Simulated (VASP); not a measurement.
Write the native input for VASP 6.6.1 that does the following.

```
Task                   : single point
Functional             : PBEsol
Potentials or basis    : VASP PAW PBE potentials, release 64 (Cl)
Cutoff                 : 520 eV
k mesh                 : 15 × 15 × 8
Occupations            : fermi-dirac, width 0.08 eV
Spin                   : no spin polarisation
Dipole correction      : no
Further INCAR settings : ALGO = Normal; EDIFF = 1e-07; NBANDS = 14
```

The structure of Cl lies in POSCAR:

```
Cl
1.0
    2.2049893205      0.0000000000      0.0000000000
   -1.1024946603      1.9095767666      0.0000000000
    0.0000000000      0.0000000000      3.9076401332
Cl
2
Direct
    0.3333333333      0.6666666667      0.2500000000
    0.6666666667      0.3333333333      0.7500000000
```

The input as run:

INCAR

```
PREC = Accurate ; ENCUT = 520
EDIFF = 1E-7 ; ISMEAR = -1
SIGMA = 0.08 ; LREAL = False
LASPH = True ; NELM = 100
ALGO = Normal ; ISIF = 2
LWAVE = False ; LCHARG = True
GGA = PS ; LELF = True
LVHAR = True ; NBANDS = 14
```

KPOINTS

```
Automatic mesh
0
Gamma
  15 15 8
```

Potentials or basis: VASP PAW PBE potentials, release 64 (Cl).

Command:

```bash
$ cat potpaw_PBE.64/Cl/POTCAR > POTCAR
$ mpirun -np 1 vasp_std > vasp.out
```

It gave:

```yaml
Pressure: 252.4 GPa
Band_gap_on_the_k_mesh: zero (bands 7 and 8 overlap by 10.83 eV)
```

Caveat: the cell stands under pressure; the PAW data sets were made with another functional, which shifts forces and pressure a little.

Wall time 10 s on 1 thread of AMD EPYC 9R45 96-Core Processor (Zen 5) (shared host), peak memory 0.1 GiB.
